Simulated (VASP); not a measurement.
# TiPt3 (Pm-3m) in VASP: a series of runs

TiPt3 is run at these levels: PBEsol; tasks: single point, relaxation of cell and atoms.

Program: VASP 6.6.1. These are calculated values, not measurements. Logs are shortened: lines on timing, memory, paths and dates and some standing lists are left out, and cuts for length are marked.

## 1. The cell of the first run

The structure is cubic, space group Pm-3m (No. 221). Conventional cell: a = 3.914 Å, b = 3.914 Å, c = 3.914 Å, α = 90.00°, β = 90.00°, γ = 90.00°. Ti (site symmetry m-3m) has 12 Pt at 2.77 Å within 3.6 Å. Pt (site symmetry 4/mmm) has 4 Ti at 2.77 Å and 8 Pt at 2.77 Å within 3.6 Å.

## 2. Single point, PBEsol

File INCAR:

```
ALGO     = Fast           # electronic algorithm
EDIFF    = 1E-6           # SCF threshold, eV
ENCUT    = 520            # plane-wave cutoff, eV
GGA      = PS             # functional
ISIF     = 2              # what is computed and relaxed
ISMEAR   = 0              # smearing method
LASPH    = True           # aspherical terms in the spheres
LCHARG   = False          # write CHGCAR
LREAL    = False          # projectors in reciprocal space
LWAVE    = False          # write WAVECAR
NBANDS   = 29             # bands
NELM     = 80             # most SCF steps
PREC     = Accurate       # precision mode
SIGMA    = 0.1            # smearing width, eV
```

File KPOINTS:

```
k-points
0
Gamma
  12 12 12
```

File POSCAR:

```
TiPt3
1.0
    3.9143773418      0.0000000000      0.0000000000
    0.0000000000      3.9143773418      0.0000000000
    0.0000000000      0.0000000000      3.9143773418
Ti Pt
1 3
Direct
    0.0000000000      0.0000000000      0.0000000000
    0.0000000000      0.5000000000      0.5000000000
    0.5000000000      0.0000000000      0.5000000000
    0.5000000000      0.5000000000      0.0000000000
```

Potentials or basis: VASP PAW PBE potentials, release 64 (Ti_sv, Pt).

The run is started by

```
$ cat potpaw_PBE.64/Ti_sv/POTCAR potpaw_PBE.64/Pt/POTCAR > POTCAR
$ mpirun -np 1 vasp_std > vasp.out
```

OUTCAR:

```text
EDIFF = 1E-6
   ENCUT = 520
   GGA = PS
   ISIF = 2
   ISMEAR = 0
   LASPH = True
   LREAL = False
   NELM = 80
   PREC = Accurate

 ion  position               nearest neighbor table
   1  0.000  0.000  0.000-   2 2.77   3 2.77   4 2.77   2 2.77   3 2.77   2 2.77   4 2.77   2 2.77
                             3 2.77   4 2.77   3 2.77   4 2.77
   2  0.000  0.500  0.500-   1 2.77   3 2.77   4 2.77   1 2.77   4 2.77   1 2.77   3 2.77   1 2.77
                             3 2.77   4 2.77   4 2.77   3 2.77
   3  0.500  0.000  0.500-   1 2.77   2 2.77   4 2.77   1 2.77   4 2.77   2 2.77   4 2.77   4 2.77
                             1 2.77   2 2.77   1 2.77   2 2.77
   4  0.500  0.500  0.000-   1 2.77   2 2.77   3 2.77   2 2.77   3 2.77   1 2.77   3 2.77   3 2.77
                             1 2.77   2 2.77   2 2.77   1 2.77

  LATTYP: Found a simple cubic cell.
 ALAT       =     3.9143773418

  Lattice vectors:

 A1 = (   3.9143773418,   0.0000000000,   0.0000000000)
 A2 = (   0.0000000000,   3.9143773418,   0.0000000000)
 A3 = (   0.0000000000,   0.0000000000,   3.9143773418)

Analysis of symmetry for initial positions (statically):
=====================================================================
 Subroutine PRICEL returns:
 Original cell was already a primitive cell.

 Routine SETGRP: Setting up the symmetry group for a
 simple cubic supercell.

 Subroutine GETGRP returns: Found 48 space group operations
 (whereof 48 operations were pure point group operations)
 out of a pool of 48 trial point group operations.

The static configuration has the point symmetry O_h .

Analysis of symmetry for dynamics (positions and initial velocities):
=====================================================================
 Subroutine PRICEL returns:
 Original cell was already a primitive cell.

 Routine SETGRP: Setting up the symmetry group for a
 simple cubic supercell.

 Subroutine GETGRP returns: Found 48 space group operations
 (whereof 48 operations were pure point group operations)
 out of a pool of 48 trial point group operations.

The dynamic configuration has the point symmetry O_h .

 Subroutine INISYM returns: Found 48 space group operations
 (whereof 48 operations are pure point group operations),
 and found     1 'primitive' translations

----------------------------------------------------------------------------------------

                                     Primitive cell

  volume of cell :      59.9775

  direct lattice vectors                    reciprocal lattice vectors
     3.914377342  0.000000000  0.000000000     0.255468472  0.000000000  0.000000000
     0.000000000  3.914377342  0.000000000     0.000000000  0.255468472  0.000000000
     0.000000000  0.000000000  3.914377342     0.000000000  0.000000000  0.255468472

  length of vectors
     3.914377342  3.914377342  3.914377342     0.255468472  0.255468472  0.255468472

  position of ions in fractional coordinates (direct lattice)
     0.000000000  0.000000000  0.000000000
     0.000000000  0.500000000  0.500000000
     0.500000000  0.000000000  0.500000000
     0.500000000  0.500000000  0.000000000

  ion indices of the primitive-cell ions
   primitive index   ion index
                 1           1
                 2           2
                 3           3
                 4           4

----------------------------------------------------------------------------------------

 KPOINTS: k-points

Automatic generation of k-mesh.
 Grid dimensions read from file:
 generate k-points for:   12   12   12

 Generating k-lattice:

  Cartesian coordinates                     Fractional coordinates (reciprocal lattice)
     0.021289039  0.000000000  0.000000000     0.083333333  0.000000000  0.000000000
     0.000000000  0.021289039  0.000000000     0.000000000  0.083333333  0.000000000
     0.000000000  0.000000000  0.021289039     0.000000000  0.000000000  0.083333333

  Length of vectors
     0.021289039  0.021289039  0.021289039

  Shift w.r.t. Gamma in fractional coordinates (k-lattice)
     0.000000000  0.000000000  0.000000000

 Subroutine IBZKPT returns following result:
 ===========================================

 Found     84 irreducible k-points:

 Following reciprocal coordinates:
            Coordinates               Weight
  0.000000  0.000000  0.000000      1.000000
  0.083333  0.000000  0.000000      6.000000
  0.166667  0.000000  0.000000      6.000000
  0.250000  0.000000  0.000000      6.000000
  0.333333  0.000000  0.000000      6.000000
  0.416667  0.000000  0.000000      6.000000
[... 16 lines left out ...]
  0.333333  0.333333  0.000000     12.000000
  0.416667  0.333333  0.000000     24.000000
 [... further k-points ...]
   k-points           NKPTS =     84   k-points in BZ     NKDIM =     84   number of bands    NBANDS=     29
   number of dos      NEDOS =    301   number of ions     NIONS =      4
   total plane-waves  NPLWV =  27000
[... 35 lines left out ...]
     AMIX_MAG =   1.60;   BMIX_MAG =  1.00
  volume/ion in A,a.u.               =      14.99       101.19
  Fermi-wavevector in a.u.,A,eV,Ry     =   1.453768  2.747224 28.755134  2.113443
  Thomas-Fermi vector in A             =   2.570997
   LORBIT       =      0    0 simple, 1 ext, 2 COOP (PROOUT), +10 PAW based schemes
   GGA     = PS    functional components
   LHFCALC =     F    Hartree Fock is set to
   AEXX    =    0.0000 exact exchange contribution
   IVDW    =     0    specifies the selected vdW correction
   LEPSILON=     F    determine dielectric tensor
   LRPA    =     F    only Hartree local field effects (RPA)
 non-spin polarized calculation
 RMM-DIIS sequential band-by-band and
 Gauss-broadening in eV      SIGMA  =   0.10
  energy-cutoff  :      520.00
  volume of cell :       59.98
 maximum number of plane-waves:      1640
 NGX is ok and might be reduce to    30
   NGX = 15   NGY = 15   NGZ = 15

 number of electron      42.0000001 magnetization

 Free energy of the ion-electron system (eV)
  ---------------------------------------------------
  ext. energy  EPLUGINS =         0.00000000
  ---------------------------------------------------
  free energy    TOTEN  =       -32.75473132 eV

  energy without entropy =      -32.74977868  energy(sigma->0) =      -32.75225500

 E-fermi :  11.4431     XC(G=0): -13.3466

 val. band max:       11.3964926123   @ k =   0.5000   0.0833   0.0000
 cond. band min:      11.4434670011   @ k =   0.4167   0.0833   0.0833
 fundamental gap:      0.0469743889
 Fermi energy:        11.4430532385

 k-point     1 :       0.0000    0.0000    0.0000
  band No.  band energies     occupation
      1     -46.5099      2.00000
      2     -22.8250      2.00000
      3     -22.8250      2.00000
      4     -22.8250      2.00000
      5       1.3097      2.00000
      6       4.1544      2.00000
[... 21 lines left out ...]
     28      13.4635      0.00000
     29      19.6978      0.00000

 k-point     2 :       0.0833    0.0000    0.0000
  band No.  band energies     occupation
      1     -46.5098      2.00000
      2     -22.8268      2.00000
      3     -22.8253      2.00000
      4     -22.8253      2.00000
      5       1.4012      2.00000
      6       4.2124      2.00000
[... 21 lines left out ...]
     28      14.0446      0.00000
     29      19.5349      0.00000

 k-point     3 :       0.1667    0.0000    0.0000
  band No.  band energies     occupation
      1     -46.5095      2.00000
      2     -22.8318      2.00000
      3     -22.8260      2.00000
      4     -22.8260      2.00000
      5       1.6706      2.00000
      6       4.3776      2.00000
[... 21 lines left out ...]
     28      15.0502      0.00000
     29      19.1443      0.00000

 k-point     4 :       0.2500    0.0000    0.0000
  band No.  band energies     occupation
      1     -46.5091      2.00000
      2     -22.8387      2.00000
      3     -22.8271      2.00000
      4     -22.8271      2.00000
      5       2.1003      2.00000
      6       4.6105      2.00000
[... 597 lines left out ...]
     28      16.2616      0.00000
     29      20.5769      0.00000

 k-point    23 :       0.3333    0.3333    0.0000
  band No.  band energies     occupation
      1     -46.5079      2.00000
      2     -22.8442      2.00000
      3     -22.8401      2.00000
      4     -22.8311      2.00000
      5       3.7520      2.00000
      6       5.5230      2.00000
[... 21 lines left out ...]
     28      16.1586      0.00000
     29      19.8407      0.00000

 k-point    24 :       0.4167    0.3333    0.0000
  band No.  band energies     occupation
      1     -46.5078      2.00000
      2     -22.8459      2.00000
      3     -22.8410      2.00000
      4     -22.8318      2.00000
      5       4.2475      2.00000
      6       5.3606      2.00000
[... 21 lines left out ...]
     28      15.6387      0.00000
     29      20.9082      0.00000

 [... further k-points ...]

------------------------ aborting loop because EDIFF is reached ----------------------------------------

  FORCE on cell =-STRESS in cart. coord.  units (eV):
  Direction    XX          YY          ZZ          XY          YZ          ZX
  --------------------------------------------------------------------------------------
  -------------------------------------------------------------------------------------
  Total       -1.2228549     -1.2228549     -1.2228549     -0.0000000      0.0000000     -0.0000000
  in kB      -32.6661124    -32.6661124    -32.6661124     -0.0000000      0.0000000     -0.0000000
  external PRESSURE =     -32.6661124 kB  Pullay stress =       0.0000000 kB

 VOLUME and BASIS-vectors are now :
 -----------------------------------------------------------------------------
  energy-cutoff  :      520.00
  volume of cell :       59.98
      direct lattice vectors                 reciprocal lattice vectors
     3.914377342  0.000000000  0.000000000     0.255468472  0.000000000  0.000000000
     0.000000000  3.914377342  0.000000000     0.000000000  0.255468472  0.000000000
     0.000000000  0.000000000  3.914377342     0.000000000  0.000000000  0.255468472

 POSITION                                       TOTAL-FORCE (eV/Angst)
 -----------------------------------------------------------------------------------
      0.00000      0.00000      0.00000         0.000000      0.000000      0.000000
      0.00000      1.95719      1.95719         0.000000      0.000000      0.000000
      1.95719      0.00000      1.95719         0.000000      0.000000      0.000000
      1.95719      1.95719      0.00000         0.000000      0.000000      0.000000
 -----------------------------------------------------------------------------------
    total drift:                                0.000000      0.000000     -0.000000

  FREE ENERGIE OF THE ION-ELECTRON SYSTEM (eV)
  ---------------------------------------------------
  free  energy   TOTEN  =       -32.7547313160 eV

  energy  without entropy=      -32.7497786849  energy(sigma->0) =      -32.75225500
```

Run time: 2.4 min. Hardware: 1 thread of Intel Xeon 6975P-C (Granite Rapids), shared host; peak memory 0.26 GiB.

Results:

```
Free energy            : -32.7547 eV
Pressure               : -3.3 GPa
Band gap on the k mesh : zero (bands 21 and 22 overlap by 1.82 eV)
```

Caveat: the cell stands under tension; the PAW data sets were made with another functional, which shifts forces and pressure a little; spin-orbit coupling is left out, which moves the levels of the heavy elements.

## 3. Relaxation of cell and atoms, PBEsol, target pressure 60 GPa, at which the enthalpy is minimised

This run uses another cell than the first one, of 12.64 Å³/atom.

File INCAR:

```
PREC     = Accurate       # precision mode
ENCUT    = 600            # plane-wave cutoff, eV
EDIFF    = 1E-7           # SCF threshold, eV
ISMEAR   = 0              # smearing method
SIGMA    = 0.1            # smearing width, eV
LREAL    = F              # projectors in reciprocal space
LASPH    = T              # aspherical terms in the spheres
NELM     = 60             # most SCF steps
ALGO     = Fast           # electronic algorithm
ISIF     = 3              # what is computed and relaxed
LWAVE    = F              # write WAVECAR
LCHARG   = F              # write CHGCAR
GGA      = PS             # functional
IBRION   = 2              # ionic algorithm
NSW      = 70             # ionic steps
EDIFFG   = -0.008         # ionic threshold
PSTRESS  = 600.0
```

File KPOINTS:

```
regular mesh
0
Gamma
  12 12 12
```

File POSCAR:

```
TiPt3
1.0
    3.6974165017      0.0000000000      0.0000000000
    0.0000000000      3.6974165017      0.0000000000
    0.0000000000      0.0000000000      3.6974165017
Ti Pt
1 3
Direct
    0.0000000000      0.0000000000      0.0000000000
    0.0000000000      0.5000000000      0.5000000000
    0.5000000000      0.0000000000      0.5000000000
    0.5000000000      0.5000000000      0.0000000000
```

Potentials or basis: VASP PAW PBE potentials, release 64 (Ti_sv, Pt).

The run is started by

```
$ cat potpaw_PBE.64/Ti_sv/POTCAR potpaw_PBE.64/Pt/POTCAR > POTCAR
$ mpirun -np 1 vasp_std > vasp.out
```

It took 5 min on 1 thread of Intel Xeon 6975P-C (Granite Rapids), shared host; peak memory 0.27 GiB.

Results (log left out):

- Free energy: -31.4048 eV
- Relaxed volume: 12.71 Å³/atom
- Relaxed cell: a = 3.704 Å, b = 3.704 Å, c = 3.704 Å, α = 90.00°, β = 90.00°, γ = 90.00°
- Space group after relaxing (to 0.1 Å): Pm-3m (No. 221)
- Energy change on relaxing (the run minimises the enthalpy): -26.6 meV/atom
- Ionic steps: 3
- Pressure after relaxing: 60.0 GPa
- Band gap on the k mesh: zero (bands 21 and 22 overlap by 1.96 eV)

Step by step:
| step | energy change (eV) | largest force (eV/Å) | pressure (GPa) | volume (Å³) |
| --- | --- | --- | --- | --- |
| 1 | 0.0000 | 0.0000 | 62.95 | 50.55 |
| 2 | -0.5814 | 0.0000 | 45.73 | 52.27 |
| 3 | -0.1066 | 0.0000 | 59.97 | 50.82 |

Final structure:
```
Ti Pt
1.0
     3.70418    0.00000    0.00000
     0.00000    3.70418    0.00000
     0.00000    0.00000    3.70418
Ti Pt
1 3
Direct
  0.00000 0.00000 0.00000
  0.00000 0.50000 0.50000
  0.50000 0.00000 0.50000
  0.50000 0.50000 0.00000
```

Levels at points of the mesh, in eV from the Fermi level:
```
           k point  band 18  band 19  band 20  band 21  band 22  band 23  band 24  band 25
(0.00, 0.00, 0.00)     0.22     0.22     0.22     1.55     1.55     1.55     1.77     1.77
(0.50, 0.00, 0.00)    -3.27    -3.23    -1.61    -0.36    -0.36     0.23     0.42     0.93
(0.50, 0.50, 0.00)    -3.91    -3.18    -2.82    -2.77     0.17     0.17     0.31     2.00
(0.50, 0.50, 0.50)    -1.00    -1.00    -1.00    -0.41    -0.41    -0.41     1.56     1.56
```

Caveat: the cell is relaxed towards a set pressure, so the run minimises the enthalpy, not the energy; the PAW data sets were made with another functional, which shifts forces and pressure a little; spin-orbit coupling is left out, which moves the levels of the heavy elements.

## 4. Relaxation of cell and atoms, PBEsol, target pressure 30 GPa, at which the enthalpy is minimised

This run uses another cell than the first one, of 13.51 Å³/atom.

File INCAR:

```
SYSTEM = TiPt3
PREC = Accurate ; ENCUT = 600
EDIFF = 1E-7 ; ISMEAR = 0
SIGMA = 0.1 ; LREAL = .False.
LASPH = .True. ; NELM = 60
ALGO = Fast ; ISIF = 3
LWAVE = .False. ; LCHARG = .False.
GGA = PS ; IBRION = 2
NSW = 70 ; EDIFFG = -0.008
PSTRESS = 300.0
```

File KPOINTS:

```
regular mesh
0
Gamma
  12 12 12
  0 0 0
```

File POSCAR:

```
TiPt3
1.0
    3.7810668670      0.0000000000      0.0000000000
    0.0000000000      3.7810668670      0.0000000000
    0.0000000000      0.0000000000      3.7810668670
Ti Pt
1 3
Direct
    0.0000000000      0.0000000000      0.0000000000
    0.0000000000      0.5000000000      0.5000000000
    0.5000000000      0.0000000000      0.5000000000
    0.5000000000      0.5000000000      0.0000000000
```

The run is started by

```
$ cat potpaw_PBE.64/Ti_sv/POTCAR potpaw_PBE.64/Pt/POTCAR > POTCAR
$ mpirun -np 1 vasp_std > vasp.out
```

It took 4.6 min on 1 thread of Intel Xeon 6975P-C (Granite Rapids), shared host; peak memory 0.27 GiB.

The run converged. Its results:

```
Free energy                                                : -32.3249 eV
Relaxed volume                                             : 13.54 Å³/atom
Relaxed cell                                               : a = 3.784 Å, b = 3.784 Å, c = 3.784 Å, α = 90.00°, β = 90.00°, γ = 90.00°
Space group after relaxing (to 0.1 Å)                      : Pm-3m (No. 221)
Energy change on relaxing (the run minimises the enthalpy) : -5.0 meV/atom
Ionic steps                                                : 3
Pressure after relaxing                                    : 30.0 GPa
Band gap on the k mesh                                     : zero (bands 21 and 22 overlap by 1.96 eV)
```

The path:
| step | energy change (eV) | largest force (eV/Å) | pressure (GPa) | volume (Å³) |
| --- | --- | --- | --- | --- |
| 1 | 0.0000 | 0.0000 | 30.79 | 54.06 |
| 2 | -0.0946 | 0.0000 | 26.88 | 54.58 |
| 3 | -0.0198 | 0.0000 | 30.00 | 54.16 |

Final structure:
```cif
data_structure
_symmetry_space_group_name_H-M 'P 1'
_symmetry_Int_Tables_number 1
_cell_length_a 3.7835
_cell_length_b 3.7835
_cell_length_c 3.7835
_cell_angle_alpha 90.000
_cell_angle_beta 90.000
_cell_angle_gamma 90.000
_cell_volume 54.16
loop_
_atom_site_label
_atom_site_type_symbol
_atom_site_fract_x
_atom_site_fract_y
_atom_site_fract_z
_atom_site_occupancy
Ti1 Ti 0.00000 0.00000 0.00000 1
Pt1 Pt 0.00000 0.50000 0.50000 1
Pt2 Pt 0.50000 0.00000 0.50000 1
Pt3 Pt 0.50000 0.50000 0.00000 1
```

Levels at points of the mesh, in eV from the Fermi level:
```
           k point  band 17  band 18  band 19  band 20  band 21  band 22  band 23  band 24  band 25
(0.00, 0.00, 0.00)    -0.49     0.15     0.15     0.15     1.54     1.54     1.54     1.62     1.62
(0.50, 0.00, 0.00)    -3.00    -3.00    -2.95    -1.50    -0.28    -0.28     0.16     0.45     0.87
(0.50, 0.50, 0.00)    -3.55    -3.55    -2.87    -2.57    -2.56     0.21     0.21     0.35     1.78
(0.50, 0.50, 0.50)    -1.39    -0.89    -0.89    -0.89    -0.42    -0.42    -0.42     1.42     1.42
```

Caveat: the cell is relaxed towards a set pressure, so the run minimises the enthalpy, not the energy; the PAW data sets were made with another functional, which shifts forces and pressure a little; spin-orbit coupling is left out, which moves the levels of the heavy elements.

## 5. Overview

| task | cell | cutoff (eV) | gap on the mesh (eV) | pressure (GPa) |
| --- | --- | --- | --- | --- |
| single point | a = 3.914 Å, 4 atoms | 520 | none | -3.3 |
| relaxation of cell and atoms | relaxed to 60 GPa from a = 3.697 Å, 4 atoms | 600 | none | 60.0 |
| relaxation of cell and atoms | relaxed to 30 GPa from a = 3.781 Å, 4 atoms | 600 | none | 30.0 |

Alike in all rows: level PBEsol; potentials or basis VASP PAW PBE potentials, release 64 (Ti_sv, Pt); no spin polarisation; k mesh 12 × 12 × 12; smearing gaussian 0.1 eV.

Caveats: the PAW data sets were made with another functional, which shifts forces and pressure a little; spin-orbit coupling is left out, which moves the levels of the heavy elements; the cell is relaxed towards a set pressure, so the run minimises the enthalpy, not the energy (at least some runs); the cell stands under tension (at least some runs).

Total energies depend on the potentials used, so only differences within one code and one set of settings carry meaning.
